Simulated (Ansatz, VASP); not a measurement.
## One calculation of SiC, two programs

```
CELL_PARAMETERS angstrom
3.24252 0.00000 0.00000
0.00000 3.24252 0.00000
0.00000 0.00000 4.42048
ATOMIC_POSITIONS crystal
Si 0.00000 0.50000 0.26148
Si 0.50000 0.00000 0.73852
C 0.00000 0.00000 0.00000
C 0.50000 0.50000 0.00000
```

Alike in both runs: functional r2SCAN; k mesh 6 × 6 × 4; occupations gaussian, width 0.1 eV; no spin polarisation.

Ansatz relaxed the structure, and its values are those at the end. VASP's run is a single point on that final structure, the one shown.

|  | VASP | Ansatz |
| --- | --- | --- |
| version | VASP 6.6.1 | Ansatz 0.2.0 |
| potentials or method | VASP PAW PBE potentials, release 64 (Si, C), cutoff 520 eV | scalar-relativistic, plane waves, PAW |
| valence electrons in the cell | 16 | 16 |

```tsv
	VASP	Ansatz	Ansatz less VASP
gap on the k mesh at the Fermi level (eV)	none	none	-
pressure (GPa)	0.0	-0.1	-0.11
rms of the force components (eV/Å)	0.012	0.013	+0.0010
```

VASP's potentials were made for PBE, not for r2SCAN. A gap of «none» marks a metal or a gap that the smearing closes.
